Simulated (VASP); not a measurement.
A run of VASP 6.6.1:

Contents of INCAR:

```
SYSTEM = Hf2Pd2Se2Br2O3
PREC = Accurate ; ENCUT = 520
EDIFF = 1E-7 ; ISMEAR = -1
SIGMA = 0.05 ; LREAL = .FALSE.
LASPH = .TRUE. ; NELM = 60
ALGO = Normal ; ISIF = 2
LWAVE = .FALSE. ; LCHARG = .FALSE.
GGA = PE ; NBANDS = 53
```

The input KPOINTS:

```
regular mesh
0
G
  3 3 3
  0 0 0
```

File POSCAR:

```
Hf2Pd2Se2Br2O3
1.0
    5.7606900000      0.0049600000     -0.0028600000
   -0.5275000000      5.8466400000      0.0341300000
   -1.4843500000     -0.9264200000      6.6458600000
Hf Pd Se Br O
2 2 2 2 3
Direct
    0.7454000000      0.3960200000      0.3498900000
    0.2876300000      0.4532200000      0.5940100000
    0.9085400000      0.1329400000      0.8484900000
    0.2524900000      0.9032300000      0.3587400000
    0.6346900000      0.4035500000      0.9371600000
    0.6259700000      0.7817400000      0.5302300000
    0.8527300000      0.9908900000      0.1535500000
    0.2252600000      0.8208400000      0.8622300000
    0.9604000000      0.2892500000      0.5902600000
    0.4323300000      0.2452400000      0.4086400000
    0.0745700000      0.5830800000      0.3668200000
```

Potentials or basis: VASP PAW PBE potentials, release 64 (Hf_pv, Pd, Se, Br, O).

Run with:

```bash
$ cat potpaw_PBE.64/Hf_pv/POTCAR potpaw_PBE.64/Pd/POTCAR potpaw_PBE.64/Se/POTCAR potpaw_PBE.64/Br/POTCAR potpaw_PBE.64/O/POTCAR > POTCAR
$ mpirun -np 1 vasp_std > vasp.out
```

Hardware: 1 thread of Intel Xeon 8259CL, on a shared host.

Q: How long does it take, and how much memory?

A: Run time: 6.8 min on 1 thread of Intel Xeon 8259CL, with other jobs on the host, peak memory 0.46 GiB. Counts: scf iterations 18, k points 14.
